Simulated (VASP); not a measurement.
# Ti (Im-3m) in VASP: further runs

Aim: see how the results for Ti move with the level of theory and the settings. Levels: PBE, RPBE+D4, LDA. Tasks: single point, relaxation of cell and atoms.

Program: VASP 6.6.1. These are calculated values, not measurements. Logs are shortened: lines on timing, memory, paths and dates and some standing lists are left out, and cuts for length are marked.

**1. The cell of the first run**

Symmetry: Im-3m, No. 229, cubic system. Conventional cell: a = 3.282 Å, b = 3.282 Å, c = 3.282 Å, α = 90.00°, β = 90.00°, γ = 90.00°. Within 3.7 Å of Ti (site symmetry m-3m) lie 14 Ti at 2.84 to 3.28 Å.

**2. Single point, PBE**

INCAR reads:

```
ALGO     = Fast           # electronic algorithm
EDIFF    = 1E-6           # SCF threshold, eV
ENCUT    = 520            # plane-wave cutoff, eV
GGA      = PE             # functional
ISIF     = 2              # what is computed and relaxed
ISMEAR   = 0              # smearing method
LASPH    = True           # aspherical terms in the spheres
LCHARG   = False          # write CHGCAR
LREAL    = False          # projectors in reciprocal space
LWAVE    = False          # write WAVECAR
NBANDS   = 12             # bands
NELM     = 80             # most SCF steps
PREC     = Accurate       # precision mode
SIGMA    = 0.018000000000000002 # smearing width, eV
```

KPOINTS reads:

```
k-points
0
Gamma
  11 11 11
```

POSCAR reads:

```
Ti
1.0
   -1.6410000000      1.6410000000      1.6410000000
    1.6410000000     -1.6410000000      1.6410000000
    1.6410000000      1.6410000000     -1.6410000000
Ti
1
Direct
    0.0000000000      0.0000000000      0.0000000000
```

Potentials or basis: VASP PAW PBE potentials, release 64 (Ti_sv).

Run with:

```console
$ cat potpaw_PBE.64/Ti_sv/POTCAR > POTCAR
$ mpirun -np 1 vasp_std > vasp.out
```

OUTCAR:

```text
EDIFF = 1E-6
   ENCUT = 520
   GGA = PE
   ISIF = 2
   ISMEAR = 0
   LASPH = True
   LREAL = False
   NELM = 80
   PREC = Accurate

 ion  position               nearest neighbor table
   1  0.000  0.000  0.000-

  LATTYP: Found a body centered cubic cell.
 ALAT       =     3.2820000000

  Lattice vectors:

 A1 = (  -1.6410000000,   1.6410000000,   1.6410000000)
 A2 = (   1.6410000000,  -1.6410000000,   1.6410000000)
 A3 = (   1.6410000000,   1.6410000000,  -1.6410000000)

Analysis of symmetry for initial positions (statically):
=====================================================================
 Subroutine PRICEL returns:
 Original cell was already a primitive cell.

 Routine SETGRP: Setting up the symmetry group for a
 body centered cubic supercell.

 Subroutine GETGRP returns: Found 48 space group operations
[... 9 lines left out ...]

 Routine SETGRP: Setting up the symmetry group for a
 body centered cubic supercell.

 Subroutine GETGRP returns: Found 48 space group operations
[... 11 lines left out ...]
                                     Primitive cell

  volume of cell :      17.6761

  direct lattice vectors                    reciprocal lattice vectors
    -1.641000000  1.641000000  1.641000000     0.000000000  0.304692261  0.304692261
     1.641000000 -1.641000000  1.641000000     0.304692261  0.000000000  0.304692261
     1.641000000  1.641000000 -1.641000000     0.304692261  0.304692261  0.000000000

  length of vectors
     2.842295375  2.842295375  2.842295375     0.430899928  0.430899928  0.430899928

  position of ions in fractional coordinates (direct lattice)
     0.000000000  0.000000000  0.000000000

  ion indices of the primitive-cell ions
   primitive index   ion index
                 1           1

----------------------------------------------------------------------------------------

 KPOINTS: k-points

Automatic generation of k-mesh.
 Grid dimensions read from file:
 generate k-points for:   11   11   11

 Generating k-lattice:

  Cartesian coordinates                     Fractional coordinates (reciprocal lattice)
     0.000000000  0.027699296  0.027699296     0.090909091  0.000000000  0.000000000
     0.027699296  0.000000000  0.027699296     0.000000000  0.090909091  0.000000000
     0.027699296  0.027699296  0.000000000     0.000000000  0.000000000  0.090909091

  Length of vectors
     0.039172721  0.039172721  0.039172721

  Shift w.r.t. Gamma in fractional coordinates (k-lattice)
     0.000000000  0.000000000  0.000000000

 Subroutine IBZKPT returns following result:
 ===========================================

 Found     56 irreducible k-points:

 Following reciprocal coordinates:
            Coordinates               Weight
  0.000000  0.000000  0.000000      1.000000
  0.090909  0.000000  0.000000     12.000000
  0.181818  0.000000  0.000000     12.000000
  0.272727  0.000000  0.000000     12.000000
  0.363636  0.000000  0.000000     12.000000
  0.454545  0.000000  0.000000     12.000000
[... 16 lines left out ...]
  0.272727  0.181818  0.090909     48.000000
  0.363636  0.181818  0.090909     24.000000
 [... further k-points ...]
   k-points           NKPTS =     56   k-points in BZ     NKDIM =     56   number of bands    NBANDS=     12
   number of dos      NEDOS =    301   number of ions     NIONS =      1
   total plane-waves  NPLWV =  13824
   dimension x,y,z NGX =    24 NGY =   24 NGZ =   24
   dimension x,y,z NGXF=    48 NGYF=   48 NGZF=   48
   ions per type =               1
   NGX,Y,Z   is equivalent  to a cutoff of  14.04, 14.04, 14.04 a.u.
   NGXF,Y,Z  is equivalent  to a cutoff of  28.08, 28.08, 28.08 a.u.
 SYSTEM =  unknown system
   PREC   = accura    normal or accurate (medium, high low for compatibility)
   ISTART =      0    job   : 0-new  1-cont  2-samecut
   ICHARG =      2    charge: 1-file 2-atom 10-const
   ISPIN  =      1    spin polarized calculation?
   LNONCOLLINEAR =      F non collinear calculations
   LSORBIT =      F    spin-orbit coupling
   LASPH  =      T    aspherical Exc in radial PAW
   ENCUT  =  520.0 eV  38.22 Ry    6.18 a.u.   5.28  5.28  5.28*2*pi/ulx,y,z
   NELM   =     80;   NELMIN=  2; NELMDL= -5     # of ELM steps
   EDIFF  = 0.1E-05   stopping-criterion for ELM
   LREAL  =      F    real-space projection
   EDIFFG = 0.1E-04   stopping-criterion for IOM
   NSW    =      0    number of steps for IOM
   IBRION =     -1    ionic relax: 0-MD 1-quasi-New 2-CG
   NFREE  =      0    steps in history (QN), initial steepest desc. (CG)
   ISIF   =      2    stress and relaxation
   ISYM   =      2    0-nonsym 1-usesym 2-fastsym
   POTIM  = 0.5000    time-step for ionic-motion
   TEBEG  =    0.0;   TEEND  =   0.0 temperature during run
   PSTRESS=    0.0 pullay stress
   NELECT =      12.0000    total number of electrons
   NUPDOWN=      -1.0000    fix difference up-down
   EMIN   =  10.00;   EMAX   =-10.00  energy-range for DOS
   EFERMI =   0.00;   METHOD = LEGACY
   ISMEAR =     0;   SIGMA  =   0.02  broadening in eV -4-tet -1-fermi 0-gaus
   EFERMI_NEDOS =   21; number of points for ismear=-14 and -15
   IALGO  =     68    algorithm
   IMIX   =      4    mixing-type and parameters
     AMIX     =   0.40;   BMIX     =  1.00
     AMIX_MAG =   1.60;   BMIX_MAG =  1.00
  volume/ion in A,a.u.               =      17.68       119.28
  Fermi-wavevector in a.u.,A,eV,Ry     =   1.438821  2.718977 28.166848  2.070205
  Thomas-Fermi vector in A             =   2.557745
   LORBIT       =      0    0 simple, 1 ext, 2 COOP (PROOUT), +10 PAW based schemes
   GGA     = PE    functional components
   LHFCALC =     F    Hartree Fock is set to
   AEXX    =    0.0000 exact exchange contribution
   IVDW    =     0    specifies the selected vdW correction
   LEPSILON=     F    determine dielectric tensor
   LRPA    =     F    only Hartree local field effects (RPA)
 non-spin polarized calculation
 RMM-DIIS sequential band-by-band and
 Gauss-broadening in eV      SIGMA  =   0.02
  energy-cutoff  :      520.00
  volume of cell :       17.68
 maximum number of plane-waves:       486
 NGX is ok and might be reduce to    24
   NGX = 11   NGY = 11   NGZ = 11

 number of electron      12.0000001 magnetization

 Free energy of the ion-electron system (eV)
  ---------------------------------------------------
  ext. energy  EPLUGINS =         0.00000000
  ---------------------------------------------------
  free energy    TOTEN  =        -7.71606377 eV

  energy without entropy =       -7.71518381  energy(sigma->0) =       -7.71562379

 E-fermi :   7.9009     XC(G=0): -11.4088

 val. band max:        7.8933061860   @ k =  -0.3636  -0.4545   0.0909
 cond. band min:       7.9033729275   @ k =   0.1818   0.0909   0.0909
 fundamental gap:      0.0100667415
 Fermi energy:         7.9008913201

 k-point     1 :       0.0000    0.0000    0.0000
  band No.  band energies     occupation
      1     -48.6387      2.00000
      2     -24.5162      2.00000
      3     -24.5162      2.00000
      4     -24.5162      2.00000
      5       1.9915      2.00000
      6       8.8924      0.00000
      7       8.8924      0.00000
      8       8.8924      0.00000
      9      10.6124      0.00000
     10      10.6124      0.00000
     11      25.1909      0.00000
     12      25.1909      0.00000

 k-point     2 :       0.0909    0.0000    0.0000
  band No.  band energies     occupation
      1     -48.6291      2.00000
      2     -24.5686      2.00000
      3     -24.5324      2.00000
      4     -24.5165      2.00000
      5       2.2680      2.00000
      6       8.7689      0.00000
      7       8.8520      0.00000
      8       9.0918      0.00000
      9      10.4778      0.00000
     10      10.6206      0.00000
     11      24.7201      0.00000
     12      25.1311      0.00000

 k-point     3 :       0.1818    0.0000    0.0000
  band No.  band energies     occupation
      1     -48.6032      2.00000
      2     -24.7073      2.00000
      3     -24.5756      2.00000
      4     -24.5173      2.00000
      5       3.0450      2.00000
      6       8.4538      0.00000
      7       8.6370      0.00000
      8       9.6589      0.00000
      9      10.3063      0.00000
     10      10.6562      0.00000
     11      23.2060      0.00000
     12      24.4744      0.00000

 k-point     4 :       0.2727    0.0000    0.0000
  band No.  band energies     occupation
      1     -48.5692      2.00000
      2     -24.8853      2.00000
      3     -24.6318      2.00000
      4     -24.5184      2.00000
      5       4.1331      2.00000
      6       8.0720      0.00000
      7       8.2925      0.00000
      8      10.3629      0.00000
      9      10.4912      0.00000
     10      10.7352      0.00000
     11      20.8672      0.00000
     12      23.1806      0.00000

 k-point     5 :       0.3636    0.0000    0.0000
  band No.  band energies     occupation
      1     -48.5377      2.00000
      2     -25.0454      2.00000
      3     -24.6829      2.00000
      4     -24.5194      2.00000
      5       5.0913      2.00000
      6       7.7471      2.00000
      7       8.3110      0.00000
      8      10.5239      0.00000
      9      10.8440      0.00000
     10      11.3853      0.00000
     11      18.4404      0.00000
     12      21.9755      0.00000
[... 228 lines left out ...]
      1     -48.6197      2.00000
      2     -24.5862      2.00000
      3     -24.5488      2.00000
      4     -24.5488      2.00000
      5       2.5378      2.00000
      6       8.8518      0.00000
      7       8.8518      0.00000
      8       9.0940      0.00000
      9      10.1498      0.00000
     10      10.7781      0.00000
     11      24.2215      0.00000
     12      25.5546      0.00000

 k-point    22 :       0.1818    0.1818    0.0909
  band No.  band energies     occupation
      1     -48.5354      2.00000
      2     -25.0044      2.00000
      3     -24.6733      2.00000
      4     -24.5977      2.00000
      5       5.6458      2.00000
      6       7.5184      2.00000
      7       7.6345      2.00000
      8      10.6188      0.00000
      9      10.8560      0.00000
     10      12.2508      0.00000
     11      19.8570      0.00000
     12      20.0392      0.00000

 k-point    23 :       0.2727    0.1818    0.0909
  band No.  band energies     occupation
      1     -48.5170      2.00000
      2     -25.0345      2.00000
      3     -24.7566      2.00000
      4     -24.6127      2.00000
      5       6.3673      2.00000
      6       7.3668      2.00000
      7       7.6824      2.00000
      8      10.7303      0.00000
      9      10.9510      0.00000
     10      13.3769      0.00000
     11      17.5923      0.00000
     12      19.1698      0.00000

 k-point    24 :       0.3636    0.1818    0.0909
  band No.  band energies     occupation
      1     -48.5101      2.00000
      2     -25.0360      2.00000
      3     -24.7988      2.00000
      4     -24.6168      2.00000
      5       6.4767      2.00000
      6       7.3340      2.00000
      7       7.9341      0.00900
      8      10.7889      0.00000
      9      10.9780      0.00000
     10      14.1154      0.00000
     11      16.3294      0.00000
     12      18.8649      0.00000

 [... further k-points ...]
[... 5 lines left out ...]
  --------------------------------------------------------------------------------------
  -------------------------------------------------------------------------------------
  Total       -0.3861418     -0.3861418     -0.3861418      0.0000000      0.0000000     -0.0000000
  in kB      -35.0002936    -35.0002936    -35.0002936      0.0000000      0.0000000     -0.0000000
  external PRESSURE =     -35.0002936 kB  Pullay stress =       0.0000000 kB

 VOLUME and BASIS-vectors are now :
 -----------------------------------------------------------------------------
  energy-cutoff  :      520.00
  volume of cell :       17.68
      direct lattice vectors                 reciprocal lattice vectors
    -1.641000000  1.641000000  1.641000000     0.000000000  0.304692261  0.304692261
     1.641000000 -1.641000000  1.641000000     0.304692261  0.000000000  0.304692261
     1.641000000  1.641000000 -1.641000000     0.304692261  0.304692261  0.000000000

 POSITION                                       TOTAL-FORCE (eV/Angst)
 -----------------------------------------------------------------------------------
      0.00000      0.00000      0.00000        -0.000000      0.000000     -0.000000
 -----------------------------------------------------------------------------------
    total drift:                               -0.000000      0.000000     -0.000000

  FREE ENERGIE OF THE ION-ELECTRON SYSTEM (eV)
  ---------------------------------------------------
  free  energy   TOTEN  =        -7.7160637668 eV

  energy  without entropy=       -7.7151838117  energy(sigma->0) =       -7.71562379
```

It took 9.6 s on 1 thread of Intel Xeon 6975P-C (Granite Rapids), shared host; peak memory 0.13 GiB.

What came out:

* Free energy: -7.7161 eV
* Pressure: -3.5 GPa
* Band gap on the k mesh: zero (band 6 reaches 8.90 eV, above the bottom of band 7 at 7.33 eV)

**3. Relaxation of cell and atoms, RPBE+D4**

INCAR reads:

```
ALGO     = Normal         # electronic algorithm
EDIFF    = 1E-6           # SCF threshold, eV
EDIFFG   = -0.02          # ionic threshold
ENCUT    = 600            # plane-wave cutoff, eV
GGA      = RP             # functional
IBRION   = 2              # ionic algorithm
ISIF     = 3              # what is computed and relaxed
ISMEAR   = -1             # smearing method
IVDW     = 13             # dispersion correction
LASPH    = T              # aspherical terms in the spheres
LCHARG   = F              # write CHGCAR
LREAL    = F              # projectors in reciprocal space
LWAVE    = F              # write WAVECAR
NELM     = 100            # most SCF steps
NSW      = 80             # ionic steps
PREC     = Accurate       # precision mode
SIGMA    = 0.05           # smearing width, eV
```

KPOINTS is that of step 2.

POSCAR is that of step 2.

Potentials or basis: VASP PAW PBE potentials, release 64 (Ti_sv).

Run with:

```console
$ cat potpaw_PBE.64/Ti_sv/POTCAR > POTCAR
$ mpirun -np 1 vasp_std > vasp.out
```

It took 13 s on 1 thread of Intel Xeon 6975P-C (Granite Rapids), shared host; peak memory 0.15 GiB.

The run converged. Its results:

* Free energy: -7.6917 eV
* Relaxed volume: 17.19 Å³/atom
* Relaxed cell: a = 2.816 Å, b = 2.816 Å, c = 2.816 Å, α = 109.47°, β = 109.47°, γ = 109.47°
* Space group after relaxing (to 0.05 Å): Im-3m (No. 229)
* Energy gained by relaxing: 4.3 meV/atom
* Ionic steps: 3
* Pressure after relaxing: 0.0 GPa
* Band gap on the k mesh: zero (band 6 reaches 9.34 eV, above the bottom of band 7 at 7.71 eV)
* Dispersion energy per atom: -0.367 eV

Step by step:
```tsv
step	energy change (eV)	largest force (eV/Å)	pressure (GPa)	volume (Å³)
1	0.0000	0.0000	-2.73	17.68
2	-0.0029	0.0000	1.66	16.92
3	-0.0043	0.0000	0.00	17.19
```

Final structure:
```yaml
crystal:
  lattice:
    - [-1.62572, 1.62572, 1.62572]
    - [1.62572, -1.62572, 1.62572]
    - [1.62572, 1.62572, -1.62572]
  atoms:
    - { symbol: Ti, position: [0.00000, 0.00000, 0.00000] }
```

Levels at points of the mesh, in eV from the Fermi level:
```
           k point  band 2  band 3  band 4  band 5  band 6  band 7  band 8  band 9  band 10
(0.00, 0.00, 0.00)  -32.42  -32.42  -32.42   -5.99    1.02    1.02    1.02    2.79     2.79
```

Caveat: the PAW data sets were made with another functional, which shifts forces and pressure a little; pairwise dispersion overbinds metals, which lowers pressure and volume.

**4. Single point, PBE**

INCAR reads:

```
ALGO = Normal
EDIFF = 1E-7
ENCUT = 520
GGA = PE
ISIF = 2
ISMEAR = -1
LASPH = True
LCHARG = False
LREAL = False
LWAVE = False
NBANDS = 12
NELM = 80
PREC = Accurate
SIGMA = 0.05
```

KPOINTS is that of step 3.

POSCAR is that of step 3.

Run with:

```console
$ cat potpaw_PBE.64/Ti_sv/POTCAR > POTCAR
$ mpirun -np 1 vasp_std > vasp.out
```

Wall time 5.4 s (1 thread of Intel Xeon 6975P-C (Granite Rapids), shared host); peak memory 0.14 GiB.

The run converged. Its results:

- Free energy: -7.7295 eV
- Pressure: -2.7 GPa
- Band gap on the k mesh: zero (band 6 reaches 8.89 eV, above the bottom of band 7 at 7.33 eV)

Levels at points of the mesh, in eV from the Fermi level:
```csv
k point,band 3,band 4,band 5,band 6,band 7,band 8,band 9,band 10
"(0.00, 0.00, 0.00)",-32.43,-32.43,-5.91,0.98,0.98,0.98,2.70,2.70
```

(Part 1 of 2 ends here.)
